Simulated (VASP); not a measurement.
Here is a VASP 6.6.1 calculation.

Contents of POSCAR:

```
InSb
1.0
    4.6351943588      0.0000000000      0.0000000000
    0.0000000000      4.6351943588      0.0000000000
    0.0000000000      0.0000000000     26.4715207712
Sb In
4 4
Direct
    0.0000000000      0.5000000000      0.2833233521
    0.5000000000      0.0000000000      0.4071385795
    0.0000000000      0.5000000000      0.5309538068
    0.5000000000      0.0000000000      0.6547690342
    0.5000000000      0.5000000000      0.3452309658
    0.0000000000      0.0000000000      0.4690461932
    0.5000000000      0.5000000000      0.5928614205
    0.0000000000      0.0000000000      0.7166766479
```

The input INCAR.step1:

```
ALGO     = Normal         # electronic algorithm
DIPOL    = 0.5 0.5 0.500
EDIFF    = 1E-4           # SCF threshold, eV
ENCUT    = 520            # plane-wave cutoff, eV
GGA      = PE             # functional
IDIPOL   = 3            
ISMEAR   = 0              # smearing method
LASPH    = True           # aspherical terms in the spheres
LCHARG   = False          # write CHGCAR
LDIPOL   = True         
LREAL    = False          # projectors in reciprocal space
LWAVE    = True           # write WAVECAR
NBANDS   = 46             # bands
NELM     = 100            # most SCF steps
PREC     = Accurate       # precision mode
SIGMA    = 0.1            # smearing width, eV
```

Contents of INCAR.step2:

```
ALGO     = Normal         # electronic algorithm
DIPOL    = 0.5 0.5 0.500
EDIFF    = 1E-7           # SCF threshold, eV
ENCUT    = 520            # plane-wave cutoff, eV
IDIPOL   = 3            
ISIF     = 2              # what is computed and relaxed
ISMEAR   = 0              # smearing method
ISTART   = 1            
LASPH    = True           # aspherical terms in the spheres
LCHARG   = True           # write CHGCAR
LDIPOL   = True         
LELF     = True           # ELF
LMIXTAU  = True         
LREAL    = False          # projectors in reciprocal space
LVACPOTAV= True         
LVHAR    = True         
LWAVE    = False          # write WAVECAR
METAGGA  = R2SCAN         # meta-GGA
NBANDS   = 46             # bands
NELM     = 100            # most SCF steps
PREC     = Accurate       # precision mode
SIGMA    = 0.1            # smearing width, eV
```

File KPOINTS:

```
k-points
0
Gamma
  8 8 1
```

Potentials or basis: VASP PAW PBE potentials, release 64 (Sb, In_d).

The run is started by

```sh
$ cat potpaw_PBE.64/Sb/POTCAR potpaw_PBE.64/In_d/POTCAR > POTCAR
$ cp INCAR.step1 INCAR
$ mpirun -np 1 vasp_std > vasp.out
$ cp INCAR.step2 INCAR
$ mpirun -np 1 vasp_std > vasp.out
```

Problem. What does it give for the largest force?

Solution. 0.527 eV/Å.

Problem. Predict the band gap on the k mesh.

Solution. Zero (bands 36 and 37 overlap by 0.70 eV).

Forces on the atoms (eV/Å):
```
Sb   0.000  0.000  0.064
Sb   0.000  0.000  0.292
Sb   0.000  0.000  0.150
Sb   0.000  0.000 -0.385
In   0.000  0.000 -0.267
In   0.000  0.000 -0.193
In   0.000  0.000 -0.188
In   0.000  0.000  0.527
```

Caveat: the PAW data sets were made with another functional, which shifts forces and pressure a little; spin-orbit coupling is left out, which moves the levels of the heavy elements.
